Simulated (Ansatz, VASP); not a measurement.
Two plane-wave programs on CdS

File POSCAR:

```
CdS
1.0
    0.0000000000      2.9737007966      2.9737007966
    2.9737007966      0.0000000000      2.9737007966
    2.9737007966      2.9737007966      0.0000000000
Cd S
1 1
Direct
    0.0000000000      0.0000000000      0.0000000000
    0.7500000000      0.7500000000      0.7500000000
```

File INCAR.step1:

```
  ALGO = Normal
  EDIFF = 1E-5
  ENCUT = 520
  GGA = PE
  ISIF = 2
  ISMEAR = -1
  LASPH = T
  LCHARG = F
  LREAL = F
  LWAVE = T
  NBANDS = 16
  NELM = 60
  PREC = Accurate
  SIGMA = 0.05
```

The input INCAR.step2:

```
  AEXX = 0.25
  ALGO = Normal
  EDIFF = 1E-7
  ENCUT = 520
  ISIF = 2
  ISMEAR = -1
  ISTART = 1
  LASPH = T
  LCHARG = F
  LHFCALC = T
  LMIXTAU = T
  LREAL = F
  LWAVE = F
  METAGGA = R2SCAN
  NBANDS = 16
  NELM = 60
  PREC = Accurate
  PRECFOCK = Normal
  SIGMA = 0.05
```

The input KPOINTS:

```
k-points
0
Gamma
  4 4 4
```

input.yaml

```yaml
crystal:
  lattice:
    - [0.0, 2.9737007966, 2.9737007966]
    - [2.9737007966, 0.0, 2.9737007966]
    - [2.9737007966, 2.9737007966, 0.0]
  atoms:
    - { symbol: Cd, position: [0.0, 0.0, 0.0] }
    - { symbol: S, position: [0.75, 0.75, 0.75] }
hamiltonian:
  xc: r2scan0
  pseudopotentials: { kind: paw }
kpoints:
  mp_grid: { grid: [4, 4, 4] }
scf:
  occupations: { method: fermi_dirac, width: 0.05 }
output:
  forces: true
  stress: true
  eigenvalues: true
```

Alike in both runs: task single point; functional r2SCAN0; k mesh 4 × 4 × 4; occupations fermi-dirac, width 0.05 eV; no spin polarisation.

```csv
,VASP,Ansatz
version,VASP 6.6.1,Ansatz 0.2.0
potentials or method,"VASP PAW PBE potentials, release 64 (Cd, S)",Ansatz PAW
plane-wave cutoff (eV),520,500
valence electrons in the cell,18,26
```

VASP gave:

```
gap on the k mesh at the Fermi level (eV) : 2.99
least direct gap on the mesh (eV)         : 2.99
pressure (GPa)                            : -2.3
```

Question: Estimate Ansatz's values.

Answer: gap on the k mesh at the Fermi level (eV): 2.96; least direct gap on the mesh (eV): 2.96; pressure (GPa): -2.5.

VASP's potentials were made for PBE, not for r2SCAN0. VASP's potentials hold 18 valence electrons a cell and Ansatz's 26, so a difference there can come from the potentials and not from the codes.

The k mesh is coarse, so the values compare programs but aren't converged.
